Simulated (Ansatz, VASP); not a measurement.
# HfHF3: VASP beside Ansatz

```
CELL_PARAMETERS angstrom
4.29686 0.00000 0.00000
0.00000 4.29686 0.00000
0.00000 0.00000 3.16281
ATOMIC_POSITIONS crystal
Hf 0.00000 0.00000 0.71370
H 0.50000 0.50000 0.47623
F 0.00000 0.50000 0.70153
F 0.50000 0.00000 0.70153
F 0.50000 0.50000 0.17960
```

Change from the starting cell: species swapped into the PrBPt3 type (P4mm, No. 99).

Alike in both runs: functional PBE; k mesh 10 × 10 × 12; occupations gaussian, width 0.1 eV; no spin polarisation.

Ansatz relaxed the structure, and its values are those at the end. VASP's run is a single point on that final structure, the one shown.

|  | VASP | Ansatz |
| --- | --- | --- |
| version | VASP 6.6.1 | Ansatz 0.2.0 |
| potentials or method | VASP PAW PBE potentials, release 64 (Hf_pv, H, F), cutoff 520 eV | scalar-relativistic, plane waves, PAW |
| valence electrons in the cell | 32 | 48 |

|  | VASP | Ansatz | Ansatz less VASP |
| --- | --- | --- | --- |
| gap on the k mesh at the Fermi level (eV) | none | none | - |
| pressure (GPa) | -1.3 | 0.0 | +1.31 |
| rms of the force components (eV/Å) | 0.108 | 0.000 | -0.1082 |

A gap of «none» marks a metal or a gap that the smearing closes. The functional is the same, so the differences come from potentials, cutoffs and numerics. VASP's potentials hold 32 valence electrons a cell and Ansatz's 48, so a difference there can come from the potentials and not from the codes.

Spin-orbit coupling is off throughout.
